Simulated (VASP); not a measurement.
# P (Im-3m) in VASP: a series of runs

P is run at these levels: RPBE; tasks: single point.

All numbers are computed with VASP 6.6.1; they aren't measurements. Logs are shortened: lines on timing, memory, paths and dates and some standing lists are left out, and cuts for length are marked.

### Step 1. The cell of the first run

The structure is cubic, space group Im-3m (No. 229). The conventional cell has a = 2.939 Å, b = 2.939 Å, c = 2.939 Å, α = 90.00°, β = 90.00°, γ = 90.00°. Within 3.4 Å of P (site symmetry m-3m) lie 14 P at 2.55 to 2.94 Å.

### Step 2. Single point, RPBE (volume scaled by 0.88)

Contents of INCAR:

```
SYSTEM = P
PREC = Accurate
ENCUT = 520
EDIFF = 1E-6
ISMEAR = -1
SIGMA = 0.1
LREAL = .False.
LASPH = .True.
NELM = 100
ALGO = Normal
ISIF = 2
LWAVE = .False.
LCHARG = .False.
GGA = RP
NBANDS = 8
```

Contents of KPOINTS:

```
regular mesh
0
Gamma
  16 16 16
  0 0 0
```

Contents of POSCAR:

```
P
1.0
   -1.4694648912      1.4694648912      1.4694648912
    1.4694648912     -1.4694648912      1.4694648912
    1.4694648912      1.4694648912     -1.4694648912
P
1
Direct
    0.0000000000      0.0000000000      0.0000000000
```

Potentials or basis: VASP PAW PBE potentials, release 64 (P).

On the command line:

```bash
> cat potpaw_PBE.64/P/POTCAR > POTCAR
> mpirun -np 1 vasp_std > vasp.out
```

OUTCAR:

```text
SYSTEM = P
   PREC = Accurate
   ENCUT = 520
   EDIFF = 1E-6
   ISMEAR = -1
   LREAL = .False.
   LASPH = .True.
   NELM = 100
   ISIF = 2
   GGA = RP

 ion  position               nearest neighbor table
   1  0.000  0.000  0.000-

  LATTYP: Found a body centered cubic cell.
 ALAT       =     2.9389297824

  Lattice vectors:

 A1 = (  -1.4694648912,   1.4694648912,   1.4694648912)
 A2 = (   1.4694648912,  -1.4694648912,   1.4694648912)
 A3 = (   1.4694648912,   1.4694648912,  -1.4694648912)

Analysis of symmetry for initial positions (statically):
=====================================================================
 Subroutine PRICEL returns:
 Original cell was already a primitive cell.

 Routine SETGRP: Setting up the symmetry group for a
 body centered cubic supercell.

 Subroutine GETGRP returns: Found 48 space group operations
 (whereof 48 operations were pure point group operations)
 out of a pool of 48 trial point group operations.

The static configuration has the point symmetry O_h .

Analysis of symmetry for dynamics (positions and initial velocities):
=====================================================================
 Subroutine PRICEL returns:
 Original cell was already a primitive cell.

 Routine SETGRP: Setting up the symmetry group for a
 body centered cubic supercell.

 Subroutine GETGRP returns: Found 48 space group operations
 (whereof 48 operations were pure point group operations)
 out of a pool of 48 trial point group operations.

The dynamic configuration has the point symmetry O_h .

 Subroutine INISYM returns: Found 48 space group operations
 (whereof 48 operations are pure point group operations),
 and found     1 'primitive' translations

----------------------------------------------------------------------------------------

                                     Primitive cell

  volume of cell :      12.6922

  direct lattice vectors                    reciprocal lattice vectors
    -1.469464891  1.469464891  1.469464891     0.000000000  0.340259916  0.340259916
     1.469464891 -1.469464891  1.469464891     0.340259916  0.000000000  0.340259916
     1.469464891  1.469464891 -1.469464891     0.340259916  0.340259916  0.000000000

  length of vectors
     2.545187851  2.545187851  2.545187851     0.481200188  0.481200188  0.481200188

  position of ions in fractional coordinates (direct lattice)
     0.000000000  0.000000000  0.000000000

  ion indices of the primitive-cell ions
   primitive index   ion index
                 1           1

----------------------------------------------------------------------------------------

 KPOINTS: regular mesh

Automatic generation of k-mesh.
 Grid dimensions read from file:
 generate k-points for:   16   16   16

 Generating k-lattice:

  Cartesian coordinates                     Fractional coordinates (reciprocal lattice)
     0.000000000  0.021266245  0.021266245     0.062500000  0.000000000  0.000000000
     0.021266245  0.000000000  0.021266245     0.000000000  0.062500000  0.000000000
     0.021266245  0.021266245  0.000000000     0.000000000  0.000000000  0.062500000

  Length of vectors
     0.030075012  0.030075012  0.030075012

  Shift w.r.t. Gamma in fractional coordinates (k-lattice)
     0.000000000  0.000000000  0.000000000

 Subroutine IBZKPT returns following result:
 ===========================================

 Found    145 irreducible k-points:

 Following reciprocal coordinates:
            Coordinates               Weight
  0.000000  0.000000  0.000000      1.000000
  0.062500  0.000000  0.000000     12.000000
  0.125000  0.000000  0.000000     12.000000
  0.187500  0.000000  0.000000     12.000000
  0.250000  0.000000  0.000000     12.000000
  0.312500  0.000000  0.000000     12.000000
[... 16 lines left out ...]
  0.187500  0.187500  0.000000     24.000000
  0.250000  0.187500 -0.000000     48.000000
 [... further k-points ...]
   k-points           NKPTS =    145   k-points in BZ     NKDIM =    145   number of bands    NBANDS=      8
   number of dos      NEDOS =    301   number of ions     NIONS =      1
   total plane-waves  NPLWV =   8000
   dimension x,y,z NGX =    20 NGY =   20 NGZ =   20
   dimension x,y,z NGXF=    40 NGYF=   40 NGZF=   40
   ions per type =               1
   NGX,Y,Z   is equivalent  to a cutoff of  13.06, 13.06, 13.06 a.u.
   NGXF,Y,Z  is equivalent  to a cutoff of  26.13, 26.13, 26.13 a.u.
 SYSTEM =  P
   PREC   = accura    normal or accurate (medium, high low for compatibility)
   ISTART =      0    job   : 0-new  1-cont  2-samecut
   ICHARG =      2    charge: 1-file 2-atom 10-const
   ISPIN  =      1    spin polarized calculation?
   LNONCOLLINEAR =      F non collinear calculations
   LSORBIT =      F    spin-orbit coupling
   LASPH  =      T    aspherical Exc in radial PAW
   ENCUT  =  520.0 eV  38.22 Ry    6.18 a.u.   4.73  4.73  4.73*2*pi/ulx,y,z
   NELM   =    100;   NELMIN=  2; NELMDL= -5     # of ELM steps
   EDIFF  = 0.1E-05   stopping-criterion for ELM
   LREAL  =      F    real-space projection
   EDIFFG = 0.1E-04   stopping-criterion for IOM
   NSW    =      0    number of steps for IOM
   IBRION =     -1    ionic relax: 0-MD 1-quasi-New 2-CG
   NFREE  =      0    steps in history (QN), initial steepest desc. (CG)
   ISIF   =      2    stress and relaxation
   ISYM   =      2    0-nonsym 1-usesym 2-fastsym
   POTIM  = 0.5000    time-step for ionic-motion
   TEBEG  =    0.0;   TEEND  =   0.0 temperature during run
   PSTRESS=    0.0 pullay stress
   NELECT =       5.0000    total number of electrons
   NUPDOWN=      -1.0000    fix difference up-down
   EMIN   =  10.00;   EMAX   =-10.00  energy-range for DOS
   EFERMI =   0.00;   METHOD = LEGACY
   ISMEAR =    -1;   SIGMA  =   0.10  broadening in eV -4-tet -1-fermi 0-gaus
   EFERMI_NEDOS =   21; number of points for ismear=-14 and -15
   IALGO  =     38    algorithm
   IMIX   =      4    mixing-type and parameters
     AMIX     =   0.40;   BMIX     =  1.00
     AMIX_MAG =   1.60;   BMIX_MAG =  1.00
  volume/ion in A,a.u.               =      12.69        85.65
  Fermi-wavevector in a.u.,A,eV,Ry     =   1.200104  2.267868 19.595792  1.440250
  Thomas-Fermi vector in A             =   2.335949
   LORBIT       =      0    0 simple, 1 ext, 2 COOP (PROOUT), +10 PAW based schemes
   GGA     = RP    functional components
   LHFCALC =     F    Hartree Fock is set to
   AEXX    =    0.0000 exact exchange contribution
   IVDW    =     0    specifies the selected vdW correction
   LEPSILON=     F    determine dielectric tensor
   LRPA    =     F    only Hartree local field effects (RPA)
 non-spin polarized calculation
  energy-cutoff  :      520.00
  volume of cell :       12.69
 maximum number of plane-waves:       370
   NGX =  9   NGY =  9   NGZ =  9

 number of electron       5.0000000 magnetization

 Free energy of the ion-electron system (eV)
  ---------------------------------------------------
  ext. energy  EPLUGINS =         0.00000000
  ---------------------------------------------------
  free energy    TOTEN  =        -4.23218206 eV

  energy without entropy =       -4.21551632  energy(sigma->0) =       -4.22384919

 E-fermi :  11.8391     XC(G=0): -12.0790

 val. band max:       11.8371629906   @ k =  -0.2500   0.3750   0.0625
 cond. band min:      11.8582287338   @ k =  -0.4375   0.4375   0.1875
 fundamental gap:      0.0210657431
 Fermi energy:        11.8391282424

 k-point     1 :       0.0000    0.0000    0.0000
  band No.  band energies     occupation
      1      -5.9114      2.00000
      2      20.2359      0.00000
      3      20.2359      0.00000
      4      20.2359      0.00000
      5      24.0235      0.00000
      6      24.0235      0.00000
      7      24.0235      0.00000
      8      28.3143      0.00000

 k-point     2 :       0.0625    0.0000    0.0000
  band No.  band energies     occupation
      1      -5.7829      2.00000
      2      19.2477      0.00000
      3      19.6199      0.00000
      4      20.1333      0.00000
      5      23.6462      0.00000
      6      24.3112      0.00000
      7      24.8613      0.00000
      8      27.4902      0.00000

 k-point     3 :       0.1250    0.0000    0.0000
  band No.  band energies     occupation
      1      -5.3981      2.00000
      2      17.0664      0.00000
      3      18.4879      0.00000
      4      19.8415      0.00000
      5      22.7632      0.00000
      6      24.1782      0.00000
      7      26.6558      0.00000
      8      27.0024      0.00000

 k-point     4 :       0.1875    0.0000    0.0000
  band No.  band energies     occupation
      1      -4.7586      2.00000
      2      14.4610      0.00000
      3      17.3825      0.00000
      4      19.4128      0.00000
      5      21.7443      0.00000
      6      23.2805      0.00000
      7      27.5871      0.00000
      8      28.0867      0.00000

 k-point     5 :       0.2500    0.0000    0.0000
  band No.  band energies     occupation
      1      -3.8676      2.00000
      2      11.7691      1.33634
      3      16.4358      0.00000
      4      18.9288      0.00000
      5      20.7956      0.00000
      6      22.3299      0.00000
      7      28.5172      0.00000
      8      28.5521      0.00000

 k-point     6 :       0.3125    0.0000    0.0000
  band No.  band energies     occupation
      1      -2.7304      2.00000
      2       9.1493      2.00000
      3      15.6852      0.00000
      4      18.4725      0.00000
      5      20.0099      0.00000
      6      21.5446      0.00000
      7      29.2692      0.00000
      8      29.6752      0.00000

 k-point     7 :       0.3750    0.0000    0.0000
  band No.  band energies     occupation
      1      -1.3582      2.00000
      2       6.6855      2.00000
      3      15.1442      0.00000
      4      18.1076      0.00000
      5      19.4298      0.00000
      6      20.9694      0.00000
      7      30.2875      0.00000
      8      30.8638      0.00000

 k-point     8 :       0.4375    0.0000    0.0000
  band No.  band energies     occupation
      1       0.2113      2.00000
      2       4.4503      2.00000
      3      14.8181      0.00000
      4      17.8744      0.00000
      5      19.0756      0.00000
      6      20.6197      0.00000
      7      31.4528      0.00000
      8      31.9288      0.00000

 k-point     9 :       0.5000    0.0000    0.0000
  band No.  band energies     occupation
      1       1.4675      2.00000
      2       2.9708      2.00000
      3      14.7092      0.00000
      4      17.7945      0.00000
      5      18.9565      0.00000
      6      20.5024      0.00000
      7      32.1924      0.00000
      8      32.4141      0.00000

 k-point    10 :       0.0625    0.0625    0.0000
  band No.  band energies     occupation
      1      -5.5263      2.00000
      2      17.8640      0.00000
      3      18.7652      0.00000
      4      19.6192      0.00000
      5      23.4140      0.00000
      6      24.3351      0.00000
      7      26.0286      0.00000
      8      26.6478      0.00000
[... 78 lines left out ...]
 k-point    18 :       0.1875    0.1250    0.0000
  band No.  band energies     occupation
      1      -3.4870      2.00000
      2      11.9499      0.49671
      3      14.0720      0.00000
      4      17.4194      0.00000
      5      22.2886      0.00000
      6      24.0513      0.00000
      7      27.1186      0.00000
      8      29.5696      0.00000

 k-point    19 :       0.2500    0.1250   -0.0000
  band No.  band energies     occupation
      1      -2.3526      2.00000
      2       9.4453      2.00000
      3      13.1815      0.00000
      4      16.7825      0.00000
      5      21.8003      0.00000
      6      23.9372      0.00000
      7      27.5545      0.00000
      8      31.1532      0.00000

 k-point    20 :       0.3125    0.1250   -0.0000
  band No.  band energies     occupation
      1      -0.9842      2.00000
      2       7.0215      2.00000
      3      12.5774      0.00124
      4      16.2997      0.00000
      5      21.3582      0.00000
      6      23.8348      0.00000
      7      28.3045      0.00000
      8      32.1195      0.00000

 k-point    21 :       0.3750    0.1250    0.0000
  band No.  band energies     occupation
      1       0.5796      2.00000
      2       4.8057      2.00000
      3      12.2199      0.04344
      4      16.0004      0.00000
      5      21.0673      0.00000
      6      23.7384      0.00000
      7      29.3915      0.00000
      8      31.8331      0.00000

 k-point    22 :       0.4375    0.1250    0.0000
  band No.  band energies     occupation
      1       1.8269      2.00000
      2       3.3386      2.00000
      3      12.1012      0.13569
      4      15.8991      0.00000
      5      20.9670      0.00000
      6      23.6989      0.00000
      7      30.6209      0.00000
      8      30.7308      0.00000

 k-point    23 :       0.1875    0.1875    0.0000
  band No.  band energies     occupation
      1      -2.4777      2.00000
      2      10.6169      1.99999
      3      11.9192      0.61961
      4      16.6692      0.00000
      5      22.4899      0.00000
      6      24.2211      0.00000
      7      28.2253      0.00000
      8      29.8280      0.00000

 k-point    24 :       0.2500    0.1875   -0.0000
  band No.  band energies     occupation
      1      -1.2289      2.00000
      2       8.5459      2.00000
      3      10.7781      1.99995
      4      16.0850      0.00000
      5      22.4216      0.00000
      6      24.5565      0.00000
      7      28.6771      0.00000
      8      30.9072      0.00000

 [... further k-points ...]

------------------------ aborting loop because EDIFF is reached ----------------------------------------

  FORCE on cell =-STRESS in cart. coord.  units (eV):
  Direction    XX          YY          ZZ          XY          YZ          ZX
  --------------------------------------------------------------------------------------
  -------------------------------------------------------------------------------------
  Total        1.1353724      1.1353724      1.1353724     -0.0000000      0.0000000      0.0000000
  in kB      143.3214812    143.3214812    143.3214812     -0.0000000      0.0000000      0.0000000
  external PRESSURE =     143.3214812 kB  Pullay stress =       0.0000000 kB

 VOLUME and BASIS-vectors are now :
 -----------------------------------------------------------------------------
  energy-cutoff  :      520.00
  volume of cell :       12.69
      direct lattice vectors                 reciprocal lattice vectors
    -1.469464891  1.469464891  1.469464891     0.000000000  0.340259916  0.340259916
     1.469464891 -1.469464891  1.469464891     0.340259916  0.000000000  0.340259916
     1.469464891  1.469464891 -1.469464891     0.340259916  0.340259916  0.000000000

 POSITION                                       TOTAL-FORCE (eV/Angst)
 -----------------------------------------------------------------------------------
      0.00000      0.00000      0.00000        -0.000000      0.000000     -0.000000
 -----------------------------------------------------------------------------------
    total drift:                                0.000000      0.000000     -0.000000

  FREE ENERGIE OF THE ION-ELECTRON SYSTEM (eV)
  ---------------------------------------------------
  free  energy   TOTEN  =        -4.2321820584 eV

  energy  without entropy=       -4.2155163208  energy(sigma->0) =       -4.22384919
```

It took 5.4 s on 1 thread of Intel Xeon 6975P-C (Granite Rapids), shared host; peak memory 0.12 GiB.

What came out:

```yaml
Free_energy: -4.2322 eV
Pressure: 14.3 GPa
```

Caveat: the PAW data sets were made with another functional, which shifts forces and pressure a little.

### Step 3. Single point, RPBE (volume scaled by 0.92)

Contents of INCAR:

```
SYSTEM = P
PREC = Accurate ; ENCUT = 520
EDIFF = 1E-7 ; ISMEAR = -1
SIGMA = 0.1 ; LREAL = .False.
LASPH = .True. ; NELM = 100
ALGO = Normal ; ISIF = 2
LWAVE = .False. ; LCHARG = .True.
GGA = RP ; LELF = .True.
LVHAR = .True. ; NBANDS = 8
```

Contents of KPOINTS:

```
Automatic mesh
0
Gamma
  16 16 16
  0 0 0
```

Contents of POSCAR:

```
P
1.0
   -1.4914004370      1.4914004370      1.4914004370
    1.4914004370     -1.4914004370      1.4914004370
    1.4914004370      1.4914004370     -1.4914004370
P
1
Direct
    0.0000000000      0.0000000000      0.0000000000
```

Potentials or basis: VASP PAW PBE potentials, release 64 (P).

On the command line:

```bash
> cat potpaw_PBE.64/P/POTCAR > POTCAR
> mpirun -np 1 vasp_std > vasp.out
```

It took 8 s on 1 thread of Intel Xeon 6975P-C (Granite Rapids), shared host; peak memory 0.12 GiB.

It converged, with:

```
Free energy : -4.2727 eV
Pressure    : 8.3 GPa
```

Levels at points of the mesh, in eV from the Fermi level:
| k point | band 1 | band 2 | band 3 | band 4 | band 5 | band 6 | band 7 | band 8 |
| --- | --- | --- | --- | --- | --- | --- | --- | --- |
| (0.00, 0.00, 0.00) | -17.24 | 7.91 | 7.91 | 7.91 | 12.07 | 12.07 | 12.07 | 16.24 |
| (0.50, 0.00, 0.00) | -10.22 | -8.48 | 2.70 | 5.69 | 7.18 | 8.47 | 19.95 | 20.07 |
| (0.50, 0.50, 0.50) | -3.62 | -2.81 | -2.81 | -2.81 | 1.97 | 1.97 | 24.34 | 24.34 |

Caveat: the PAW data sets were made with another functional, which shifts forces and pressure a little.

[end of part 1 of 2]
